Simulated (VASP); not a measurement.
Input of a VASP 6.6.1 run:

INCAR

```
SYSTEM = YbCrO2
  PREC = Accurate
  ENCUT = 600
  EDIFF = 1E-6
  ISMEAR = -1
  SIGMA = 0.1
  LREAL = .FALSE.
  LASPH = .TRUE.
  NELM = 200
  ALGO = Normal
  ISIF = 2
  LWAVE = .FALSE.
  LCHARG = .FALSE.
  GGA = PE
  NBANDS = 33
  GGA_COMPAT = .FALSE.
  LMAXMIX = 6
```

Contents of KPOINTS:

```
Automatic mesh
0
G
  6 6 6
  0 0 0
```

The input POSCAR:

```
YbCrO2
1.0
    1.7577577600      3.0445231800      0.0000000000
   -1.7577577600      3.0445231800      0.0000000000
    0.0000000000     -2.0296814600      5.4685761500
Cr Yb O
1 1 2
Direct
    0.0000000000      0.0000000000      0.0000000000
    0.5000000000      0.5000000000      0.5000000000
    0.1080000000      0.1080000000      0.3240000000
    0.8920000000      0.8920000000      0.6760000000
```

Potentials or basis: VASP PAW PBE potentials, release 64 (Cr_sv, Yb, O).

Launch:

```console
$ cat potpaw_PBE.64/Cr_sv/POTCAR potpaw_PBE.64/Yb/POTCAR potpaw_PBE.64/O/POTCAR > POTCAR
$ mpirun -np 1 vasp_std > vasp.out
```

Problem. What does it give for the largest force?

Solution. 0.778 eV/Å.

Problem. What does it give for the pressure?

Solution. 3.4 GPa.

Problem. Estimate the band gap on the k mesh.

Solution. Zero (bands 25 and 26 overlap by 0.75 eV).

Forces on the atoms (eV/Å):
```
Cr   0.000  0.000  0.000
Yb   0.000  0.000  0.000
O    0.000  0.000 -0.778
O    0.000  0.000  0.778
```

Caveat: the cell stands under pressure; spin-orbit coupling is left out, which moves the levels of the heavy elements; the run has no spin polarisation, though such a crystal can be magnetic; semilocal functionals often make such compounds metallic where correlation or magnetic order opens a gap, which also shifts bond lengths. With open d or f shells a metallic result of PBE can be an artefact of self-interaction; +U or a hybrid may open a gap.
